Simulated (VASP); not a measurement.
# MnCl3 (Pm-3m) in VASP: notebook

The runs below take MnCl3 through single point, with PBEsol.

Everything below comes from runs of VASP 6.6.1. Logs are shortened: lines on timing, memory, paths and dates and some standing lists are left out, and cuts for length are marked.

### 1 The cell of the first run

The structure is cubic, space group Pm-3m (No. 221). Conventional cell: a = 4.663 Å, b = 4.663 Å, c = 4.663 Å, α = 90.00°, β = 90.00°, γ = 90.00°. Mn (site symmetry m-3m) has 6 Cl at 2.33 Å within 3.1 Å. Within 3.1 Å of Cl (site symmetry 4/mmm) lie 2 Mn at 2.33 Å.

### 2 Single point, PBEsol, collinear spin, ferromagnetic start

INCAR

```
SYSTEM = MnCl3
ALGO = Normal
EDIFF = 1E-6
ENCUT = 520
GGA = PS
ISIF = 2
ISMEAR = 0
ISPIN = 2
LASPH = .True.
LCHARG = .False.
LMAXMIX = 4
LORBIT = 11
LREAL = .False.
LWAVE = .False.
MAGMOM = 3.83 0 0 0
NBANDS = 29
NELM = 150
PREC = Accurate
SIGMA = 0.05
```

KPOINTS

```
k-points
0
Gamma
  6 6 6
  0 0 0
```

POSCAR

```
MnCl3
1.0
    4.6628782148      0.0000000000      0.0000000000
    0.0000000000      4.6628782148      0.0000000000
    0.0000000000      0.0000000000      4.6628782148
Mn Cl
1 3
Direct
    0.0000000000      0.0000000000      0.0000000000
    0.5000000000      0.0000000000      0.0000000000
    0.0000000000      0.0000000000      0.5000000000
    0.0000000000      0.5000000000      0.0000000000
```

Potentials or basis: VASP PAW PBE potentials, release 64 (Mn_pv, Cl).

On the command line:

```sh
> cat potpaw_PBE.64/Mn_pv/POTCAR potpaw_PBE.64/Cl/POTCAR > POTCAR
> mpirun -np 1 vasp_std > vasp.out
```

OUTCAR:

```text
SYSTEM = MnCl3
   EDIFF = 1E-6
   ENCUT = 520
   GGA = PS
   ISIF = 2
   ISMEAR = 0
   ISPIN = 2
   LASPH = .True.
   LORBIT = 11
   LREAL = .False.
   NELM = 150
   PREC = Accurate

 ion  position               nearest neighbor table
   1  0.000  0.000  0.000-   2 2.33   3 2.33   4 2.33   3 2.33   4 2.33   2 2.33
   2  0.500  0.000  0.000-   1 2.33   1 2.33
   3  0.000  0.000  0.500-   1 2.33   1 2.33
   4  0.000  0.500  0.000-   1 2.33   1 2.33

  LATTYP: Found a simple cubic cell.
 ALAT       =     4.6628782148

  Lattice vectors:

 A1 = (   4.6628782148,   0.0000000000,   0.0000000000)
 A2 = (   0.0000000000,   4.6628782148,   0.0000000000)
 A3 = (   0.0000000000,   0.0000000000,   4.6628782148)

Analysis of symmetry for initial positions (statically):
=====================================================================
 Subroutine PRICEL returns:
 Original cell was already a primitive cell.

 Routine SETGRP: Setting up the symmetry group for a
 simple cubic supercell.

 Subroutine GETGRP returns: Found 48 space group operations
 (whereof 48 operations were pure point group operations)
 out of a pool of 48 trial point group operations.

The static configuration has the point symmetry O_h .

Analysis of symmetry for dynamics (positions and initial velocities):
=====================================================================
 Subroutine PRICEL returns:
 Original cell was already a primitive cell.

 Routine SETGRP: Setting up the symmetry group for a
 simple cubic supercell.

 Subroutine GETGRP returns: Found 48 space group operations
 (whereof 48 operations were pure point group operations)
 out of a pool of 48 trial point group operations.

The dynamic configuration has the point symmetry O_h .

Analysis of structural, dynamic, and magnetic symmetry:
=====================================================================
 Subroutine PRICEL returns:
 Original cell was already a primitive cell.

 Routine SETGRP: Setting up the symmetry group for a
 simple cubic supercell.

 Subroutine GETGRP returns: Found 48 space group operations
 (whereof 48 operations were pure point group operations)
 out of a pool of 48 trial point group operations.

The overall configuration has the point symmetry O_h .

 Subroutine INISYM returns: Found 48 space group operations
 (whereof 48 operations are pure point group operations),
 and found     1 'primitive' translations

----------------------------------------------------------------------------------------

                                     Primitive cell

  volume of cell :     101.3823

  direct lattice vectors                    reciprocal lattice vectors
     4.662878215  0.000000000  0.000000000     0.214459815  0.000000000  0.000000000
     0.000000000  4.662878215  0.000000000     0.000000000  0.214459815  0.000000000
     0.000000000  0.000000000  4.662878215     0.000000000  0.000000000  0.214459815

  length of vectors
     4.662878215  4.662878215  4.662878215     0.214459815  0.214459815  0.214459815

  position of ions in fractional coordinates (direct lattice)
     0.000000000  0.000000000  0.000000000
     0.500000000  0.000000000  0.000000000
     0.000000000  0.000000000  0.500000000
     0.000000000  0.500000000  0.000000000

  ion indices of the primitive-cell ions
   primitive index   ion index
                 1           1
                 2           2
                 3           3
                 4           4

----------------------------------------------------------------------------------------

 KPOINTS: k-points

Automatic generation of k-mesh.
 Grid dimensions read from file:
 generate k-points for:    6    6    6

 Generating k-lattice:

  Cartesian coordinates                     Fractional coordinates (reciprocal lattice)
     0.035743303  0.000000000  0.000000000     0.166666667  0.000000000  0.000000000
     0.000000000  0.035743303  0.000000000     0.000000000  0.166666667  0.000000000
     0.000000000  0.000000000  0.035743303     0.000000000  0.000000000  0.166666667

  Length of vectors
     0.035743303  0.035743303  0.035743303

  Shift w.r.t. Gamma in fractional coordinates (k-lattice)
     0.000000000  0.000000000  0.000000000

 Subroutine IBZKPT returns following result:
 ===========================================

 Found     20 irreducible k-points:

 Following reciprocal coordinates:
            Coordinates               Weight
  0.000000  0.000000  0.000000      1.000000
  0.166667  0.000000  0.000000      6.000000
  0.333333  0.000000  0.000000      6.000000
  0.500000  0.000000  0.000000      3.000000
  0.166667  0.166667  0.000000     12.000000
  0.333333  0.166667  0.000000     24.000000
[... 12 lines left out ...]
  0.500000  0.500000  0.333333      6.000000
  0.500000  0.500000  0.500000      1.000000
   k-points           NKPTS =     20   k-points in BZ     NKDIM =     20   number of bands    NBANDS=     29
   number of dos      NEDOS =    301   number of ions     NIONS =      4
   total plane-waves  NPLWV =  46656
   dimension x,y,z NGX =    36 NGY =   36 NGZ =   36
   dimension x,y,z NGXF=    72 NGYF=   72 NGZF=   72
   ions per type =               1   3
   NGX,Y,Z   is equivalent  to a cutoff of  12.84, 12.84, 12.84 a.u.
   NGXF,Y,Z  is equivalent  to a cutoff of  25.67, 25.67, 25.67 a.u.
 SYSTEM =  MnCl3
   PREC   = accura    normal or accurate (medium, high low for compatibility)
   ISTART =      0    job   : 0-new  1-cont  2-samecut
   ICHARG =      2    charge: 1-file 2-atom 10-const
   ISPIN  =      2    spin polarized calculation?
   LNONCOLLINEAR =      F non collinear calculations
   LSORBIT =      F    spin-orbit coupling
   LASPH  =      T    aspherical Exc in radial PAW
   ENCUT  =  520.0 eV  38.22 Ry    6.18 a.u.   8.67  8.67  8.67*2*pi/ulx,y,z
   NELM   =    150;   NELMIN=  2; NELMDL= -5     # of ELM steps
   EDIFF  = 0.1E-05   stopping-criterion for ELM
   LREAL  =      F    real-space projection
   EDIFFG = 0.1E-04   stopping-criterion for IOM
   NSW    =      0    number of steps for IOM
   IBRION =     -1    ionic relax: 0-MD 1-quasi-New 2-CG
   NFREE  =      0    steps in history (QN), initial steepest desc. (CG)
   ISIF   =      2    stress and relaxation
   ISYM   =      2    0-nonsym 1-usesym 2-fastsym
   POTIM  = 0.5000    time-step for ionic-motion
   TEBEG  =    0.0;   TEEND  =   0.0 temperature during run
   PSTRESS=    0.0 pullay stress
   NELECT =      34.0000    total number of electrons
   NUPDOWN=      -1.0000    fix difference up-down
   EMIN   =  10.00;   EMAX   =-10.00  energy-range for DOS
   EFERMI =   0.00;   METHOD = LEGACY
   ISMEAR =     0;   SIGMA  =   0.05  broadening in eV -4-tet -1-fermi 0-gaus
   EFERMI_NEDOS =   21; number of points for ismear=-14 and -15
   IALGO  =     38    algorithm
   IMIX   =      4    mixing-type and parameters
     AMIX     =   0.40;   BMIX     =  1.00
     AMIX_MAG =   1.60;   BMIX_MAG =  1.00
  volume/ion in A,a.u.               =      25.35       171.04
  Fermi-wavevector in a.u.,A,eV,Ry     =   1.137401  2.149377 17.601609  1.293682
  Thomas-Fermi vector in A             =   2.274106
   LORBIT       =     11    0 simple, 1 ext, 2 COOP (PROOUT), +10 PAW based schemes
   GGA     = PS    functional components
   LHFCALC =     F    Hartree Fock is set to
   AEXX    =    0.0000 exact exchange contribution
   IVDW    =     0    specifies the selected vdW correction
   LEPSILON=     F    determine dielectric tensor
   LRPA    =     F    only Hartree local field effects (RPA)
 spin polarized calculation
 Gauss-broadening in eV      SIGMA  =   0.05
  energy-cutoff  :      520.00
  volume of cell :      101.38
 maximum number of plane-waves:      2800
 NGX is ok and might be reduce to    36
   NGX = 17   NGY = 17   NGZ = 17

 number of electron      33.9999976 magnetization       4.0077853

 Free energy of the ion-electron system (eV)
  ---------------------------------------------------
  ext. energy  EPLUGINS =         0.00000000
  ---------------------------------------------------
  free energy    TOTEN  =       -18.81311714 eV

  energy without entropy =      -18.81120656  energy(sigma->0) =      -18.81216185

 E-fermi :   0.3577     XC(G=0):  -8.3051

 val. band max:        0.3406792566   @ k =   0.3333   0.3333   0.1667
 cond. band min:       0.7129062450   @ k =   0.3333   0.1667   0.0000
 fundamental gap:      0.3722269884
 Fermi energy:         0.3577031042

 spin component 1

 k-point     1 :       0.0000    0.0000    0.0000
  band No.  band energies     occupation
      1     -49.5908      1.00000
      2     -49.5908      1.00000
      3     -49.5908      1.00000
      4     -14.6259      1.00000
      5     -13.3932      1.00000
      6     -13.3932      1.00000
[... 21 lines left out ...]
     28      14.6793      0.00000
     29      14.6793      0.00000

 k-point     2 :       0.1667    0.0000    0.0000
  band No.  band energies     occupation
      1     -49.5909      1.00000
      2     -49.5908      1.00000
      3     -49.5908      1.00000
      4     -14.5522      1.00000
      5     -13.4391      1.00000
      6     -13.3901      1.00000
[... 21 lines left out ...]
     28      13.7489      0.00000
     29      13.7489      0.00000

 k-point     3 :       0.3333    0.0000    0.0000
  band No.  band energies     occupation
      1     -49.5912      1.00000
      2     -49.5908      1.00000
      3     -49.5908      1.00000
      4     -14.3743      1.00000
      5     -13.5611      1.00000
      6     -13.3840      1.00000
[... 509 lines left out ...]
      4     -13.6673      1.00000
      5     -13.6116      1.00000
      6     -13.6116      1.00000
[... 21 lines left out ...]
     28      12.6498      0.00000
     29      12.6512      0.00000

 k-point    20 :       0.5000    0.5000    0.5000
  band No.  band energies     occupation
      1     -49.5913      1.00000
      2     -49.5913      1.00000
      3     -49.5913      1.00000
      4     -13.6059      1.00000
      5     -13.6059      1.00000
      6     -13.6059      1.00000
[... 21 lines left out ...]
     28      13.0866      0.00000
     29      13.0868      0.00000
 Fermi energy:         0.3577031042

 spin component 2

 k-point     1 :       0.0000    0.0000    0.0000
  band No.  band energies     occupation
      1     -45.6809      1.00000
      2     -45.6809      1.00000
      3     -45.6809      1.00000
      4     -14.5089      1.00000
      5     -13.2799      1.00000
      6     -13.2799      1.00000
[... 21 lines left out ...]
     28      14.7885      0.00000
     29      14.7885      0.00000

 k-point     2 :       0.1667    0.0000    0.0000
  band No.  band energies     occupation
      1     -45.6811      1.00000
      2     -45.6809      1.00000
      3     -45.6809      1.00000
      4     -14.4365      1.00000
      5     -13.3310      1.00000
      6     -13.2769      1.00000
[... 21 lines left out ...]
     28      13.8938      0.00000
     29      13.8938      0.00000

 k-point     3 :       0.3333    0.0000    0.0000
  band No.  band energies     occupation
      1     -45.6816      1.00000
      2     -45.6809      1.00000
      3     -45.6809      1.00000
      4     -14.2600      1.00000
      5     -13.4649      1.00000
      6     -13.2707      1.00000
[... 510 lines left out ...]
      5     -13.5247      1.00000
      6     -13.5247      1.00000
[... 21 lines left out ...]
     28      12.7880      0.00000
     29      12.8261      0.00000

 k-point    20 :       0.5000    0.5000    0.5000
  band No.  band energies     occupation
      1     -45.6817      1.00000
      2     -45.6817      1.00000
      3     -45.6817      1.00000
      4     -13.5191      1.00000
      5     -13.5191      1.00000
      6     -13.5191      1.00000
[... 21 lines left out ...]
     28      13.3385      0.00000
     29      13.3388      0.00000

------------------------ aborting loop because EDIFF is reached ----------------------------------------

  FORCE on cell =-STRESS in cart. coord.  units (eV):
  Direction    XX          YY          ZZ          XY          YZ          ZX
  --------------------------------------------------------------------------------------
  -------------------------------------------------------------------------------------
  Total       -0.0087746     -0.0087746     -0.0087746     -0.0000000      0.0000000      0.0000000
  in kB       -0.1386672     -0.1386672     -0.1386672     -0.0000000      0.0000000      0.0000000
  external PRESSURE =      -0.1386672 kB  Pullay stress =       0.0000000 kB

 VOLUME and BASIS-vectors are now :
 -----------------------------------------------------------------------------
  energy-cutoff  :      520.00
  volume of cell :      101.38
      direct lattice vectors                 reciprocal lattice vectors
     4.662878215  0.000000000  0.000000000     0.214459815  0.000000000  0.000000000
     0.000000000  4.662878215  0.000000000     0.000000000  0.214459815  0.000000000
     0.000000000  0.000000000  4.662878215     0.000000000  0.000000000  0.214459815

 POSITION                                       TOTAL-FORCE (eV/Angst)
 -----------------------------------------------------------------------------------
      0.00000      0.00000      0.00000         0.000000      0.000000      0.000000
      2.33144      0.00000      0.00000         0.000000      0.000000      0.000000
      0.00000      0.00000      2.33144         0.000000      0.000000      0.000000
      0.00000      2.33144      0.00000         0.000000      0.000000      0.000000
 -----------------------------------------------------------------------------------
    total drift:                                0.000000     -0.000000     -0.000000

  FREE ENERGIE OF THE ION-ELECTRON SYSTEM (eV)
  ---------------------------------------------------
  free  energy   TOTEN  =       -18.8131171403 eV

  energy  without entropy=      -18.8112065553  energy(sigma->0) =      -18.81216185

 total charge

# of ion       s       p       d       tot
------------------------------------------
    1        0.255   6.252   4.895  11.403
    2        1.590   3.497   0.000   5.086
    3        1.590   3.497   0.000   5.086
    4        1.590   3.497   0.000   5.086
--------------------------------------------------
tot          5.024  16.742   4.895  26.662

 magnetization (x)

# of ion       s       p       d       tot
------------------------------------------
    1        0.028   0.028   3.581   3.637
    2        0.009   0.034   0.000   0.042
    3        0.009   0.034   0.000   0.042
    4        0.009   0.034   0.000   0.042
--------------------------------------------------
tot          0.054   0.129   3.581   3.764
```

Wall time 40 s (1 thread of Intel Xeon Platinum 8559C (Emerald Rapids), shared host); peak memory 0.27 GiB.

What came out:

```yaml
Free_energy: -18.8131 eV
Pressure: 0.0 GPa
Band_gap_on_the_k_mesh: zero (filled and empty bands overlap)
Net_moment: 4.01 μB per cell
Site_moments: Mn +3.64; Cl +0.04 μB
Valence_electrons_inside_the_program's_atomic_spheres: Mn 11.40; Cl 5.09
```

Caveat: the PAW data sets were made with another functional, which shifts forces and pressure a little; a cell with one magnetic atom can't hold antiferromagnetic order, which such compounds often take; semilocal functionals often make such compounds metallic where correlation or magnetic order opens a gap, which also shifts bond lengths.

### 3 Single point, PBEsol, collinear spin, ferromagnetic start

This run uses another cell than the first one, of 29.59 Å³/atom, 1.168 times its volume.

INCAR

```
ALGO = Normal
EDIFF = 1E-7
ENCUT = 520
GGA = PS
ISIF = 2
ISMEAR = 0
ISPIN = 2
LASPH = T
LCHARG = F
LMAXMIX = 4
LORBIT = 11
LREAL = F
LWAVE = F
MAGMOM = 4 0 0 0
NBANDS = 29
NELM = 150
PREC = Accurate
SIGMA = 0.05
```

KPOINTS

```
k-points
0
Gamma
  6 6 6
```

POSCAR

```
MnCl3
1.0
    4.9100000000      0.0000000000      0.0000000000
    0.0000000000      4.9100000000      0.0000000000
    0.0000000000      0.0000000000      4.9100000000
Mn Cl
1 3
Direct
    0.0000000000      0.0000000000      0.0000000000
    0.5000000000      0.0000000000      0.0000000000
    0.0000000000      0.0000000000      0.5000000000
    0.0000000000      0.5000000000      0.0000000000
```

Potentials or basis: VASP PAW PBE potentials, release 64 (Mn_pv, Cl).

On the command line:

```sh
> cat potpaw_PBE.64/Mn_pv/POTCAR potpaw_PBE.64/Cl/POTCAR > POTCAR
> mpirun -np 1 vasp_std > vasp.out
```

Wall time 79 s (1 thread of Intel Xeon Platinum 8559C (Emerald Rapids), shared host); peak memory 0.34 GiB.

The run converged. Its results:

| Item | Value |
| --- | --- |
| Free energy | -18.4936 eV |
| Pressure | -5.3 GPa |
| Net moment | 4.09 μB per cell |
| Site moments | Mn +3.83; Cl +0.01 μB |
| Valence electrons inside the program's atomic spheres | Mn 11.21; Cl 5.04 |

Levels at points of the mesh, in eV from the Fermi level:
Spin up:
| k point | band 17 | band 18 | band 19 | band 20 | band 21 | band 22 |
| --- | --- | --- | --- | --- | --- | --- |
| (0.00, 0.00, 0.00) | -0.85 | -0.67 | -0.67 | -0.67 | 3.57 | 6.63 |
| (0.50, 0.00, 0.00) | -0.73 | -0.57 | -0.57 | -0.52 | 6.44 | 8.59 |
| (0.50, 0.50, 0.00) | -0.56 | -0.56 | -0.10 | 1.44 | 8.20 | 8.20 |
| (0.50, 0.50, 0.50) | -0.09 | -0.09 | 1.45 | 1.45 | 7.17 | 7.17 |
Spin down:
| k point | band 13 | band 14 | band 15 | band 16 | band 17 | band 18 |
| --- | --- | --- | --- | --- | --- | --- |
| (0.00, 0.00, 0.00) | -0.62 | -0.62 | -0.62 | 1.30 | 1.30 | 1.30 |
| (0.50, 0.00, 0.00) | -0.91 | -0.67 | -0.67 | 1.31 | 1.44 | 2.02 |
| (0.50, 0.50, 0.00) | -1.23 | -1.23 | 0.00 | 1.72 | 2.02 | 2.02 |
| (0.50, 0.50, 0.50) | 0.01 | 0.01 | 0.01 | 2.24 | 2.24 | 2.24 |

Caveat: the PAW data sets were made with another functional, which shifts forces and pressure a little; a cell with one magnetic atom can't hold antiferromagnetic order, which such compounds often take; semilocal functionals often make such compounds metallic where correlation or magnetic order opens a gap, which also shifts bond lengths.

(Continued in part 2 of 2.)
